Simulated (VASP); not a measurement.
Here is a VASP 6.6.1 calculation.

INCAR

```
SYSTEM = WS2
ALGO = Normal
EDIFF = 1E-6
ENCUT = 520
GGA = RP
ISIF = 2
ISMEAR = -1
IVDW = 13
LASPH = .TRUE.
LCHARG = .FALSE.
LREAL = .FALSE.
LWAVE = .FALSE.
NBANDS = 64
NELM = 100
PREC = Accurate
SIGMA = 0.05
```

The input KPOINTS:

```
k-points
0
G
  10 10 1
  0 0 0
```

The input POSCAR:

```
WS2
1.0
    3.1351834014      0.0000000000      0.0000000000
   -1.5675917007      2.7151484712      0.0000000000
    0.0000000000      0.0000000000     32.7504783212
W S
4 8
Direct
    0.3333333333      0.6666666667      0.5901812728
    0.3333333333      0.6666666667      0.2294822724
    0.6666666667      0.3333333333      0.7705177276
    0.6666666667      0.3333333333      0.4098187272
    0.3333333333      0.6666666667      0.8188649761
    0.3333333333      0.6666666667      0.4580863096
    0.6666666667      0.3333333333      0.6384481627
    0.6666666667      0.3333333333      0.2777489625
    0.3333333333      0.6666666667      0.7222510375
    0.3333333333      0.6666666667      0.3615518373
    0.6666666667      0.3333333333      0.5419136904
    0.6666666667      0.3333333333      0.1811350239
```

Potentials or basis: VASP PAW PBE potentials, release 64 (W_sv, S).

Command:

```sh
$ cat potpaw_PBE.64/W_sv/POTCAR potpaw_PBE.64/S/POTCAR > POTCAR
$ mpirun -np 1 vasp_std > vasp.out
```

Task: What does it give for the dispersion energy per atom?

Result: -0.885 eV.

Task: Estimate the band gap on the k mesh.

Result: 1.01 eV (least direct gap 2.22 eV).

Task: Predict the largest force.

Result: 0.026 eV/Å.

Forces in eV/Å, atoms in the order of the input:
```
W    0.000  0.000  0.001
W    0.000  0.000 -0.010
W    0.000  0.000  0.010
W    0.000  0.000 -0.001
S    0.000  0.000 -0.010
S    0.000  0.000 -0.020
S    0.000  0.000 -0.020
S    0.000  0.000 -0.026
S    0.000  0.000  0.026
S    0.000  0.000  0.020
S    0.000  0.000  0.020
S    0.000  0.000  0.010
```

Caveat: the PAW data sets were made with another functional, which shifts forces and pressure a little; spin-orbit coupling is left out, which moves the levels of the heavy elements.
